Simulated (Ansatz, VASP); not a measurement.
# Two plane-wave programs on Sb

The input INCAR:

```
SYSTEM = Sb
PREC = Accurate ; ENCUT = 500
EDIFF = 1E-6 ; ISMEAR = -1
SIGMA = 0.05 ; LREAL = .False.
LASPH = .True. ; NELM = 120
ALGO = Normal ; ISIF = 2
LWAVE = .False. ; LCHARG = .True.
GGA = PS ; LELF = .True.
LVHAR = .True. ; NBANDS = 22
GGA_COMPAT = .False.
```

Contents of KPOINTS:

```
Automatic mesh
0
Gamma
  8 8 8
  0 0 0
```

Contents of POSCAR:

```
Sb
1.0
    2.1542000000      1.2437279499      3.7580000000
   -2.1542000000      1.2437279499      3.7580000000
    0.0000000000     -2.4874558998      3.7580000000
Sb
2
Direct
    0.7665100000      0.7665100000      0.7665100000
    0.2334900000      0.2334900000      0.2334900000
```

input.yaml

```yaml
crystal:
  lattice:
    - [2.1542, 1.2437279499, 3.758]
    - [-2.1542, 1.2437279499, 3.758]
    - [0.0, -2.4874558998, 3.758]
  atoms:
    - { symbol: Sb, position: [0.76651, 0.76651, 0.76651] }
    - { symbol: Sb, position: [0.23349, 0.23349, 0.23349] }
hamiltonian:
  xc: pbesol
  pseudopotentials: { kind: paw }
kpoints:
  mp_grid: { grid: [8, 8, 8] }
  band_path:
    path:
      - [[0.0, 0.0, 0.0], [0.5, 0.0, 0.0], [0.5, 0.2396873643, -0.2396873643]]
      - [[0.7603126357, 0.5, 0.2396873643], [0.5, 0.5, 0.5], [0.0, 0.0, 0.0], [0.3698436821, 0.0, -0.3698436821]]
      - [[0.6301563179, 0.3698436821, 0.0], [0.5, 0.5, 0.0], [0.6301563179, 0.6301563179, 0.2396873643], [0.5, 0.5, 0.5]]
      - [[0.5, 0.0, 0.0], [0.7603126357, 0.3698436821, 0.3698436821]]
    npoints: 14
scf:
  occupations: { method: fermi_dirac, width: 0.05 }
  n_extra_bands: 6
output:
  forces: true
  stress: true
  eigenvalues: true
  fatbands: true
```

Alike in both runs: functional PBEsol; k mesh 8 × 8 × 8; occupations fermi-dirac, width 0.05 eV; no spin polarisation.

|  | VASP | Ansatz |
| --- | --- | --- |
| version | VASP 6.6.1 | Ansatz 0.2.0 |
| potentials or method | VASP PAW PBE potentials, release 64 (Sb_d_GW) | Ansatz PAW |
| plane-wave cutoff (eV) | 500 | 420 |
| valence electrons in the cell | 30 | 30 |
| task | single point | band structure |

VASP gave:

| Property | Result |
| --- | --- |
| gap on the k mesh at the Fermi level (eV) | none |
| pressure (GPa) | -0.1 |
| traceless stress, the component that is largest in VASP (GPa) | -0.36 |
| rms of the force components (eV/Å) | 0.058 |

What did Ansatz give for the same quantities?

gap on the k mesh at the Fermi level (eV): none; pressure (GPa): 0.0; traceless stress, the component that is largest in VASP (GPa): -0.36; rms of the force components (eV/Å): 0.060.

VASP's potentials were made for PBE, not for PBEsol. Atom by atom the forces differ by 0.002 eV/Å (rms over components). A gap of «none» marks a metal or a gap that the smearing closes. The functional is the same, so the differences come from potentials, cutoffs and numerics.

Neither program's run includes spin-orbit coupling.
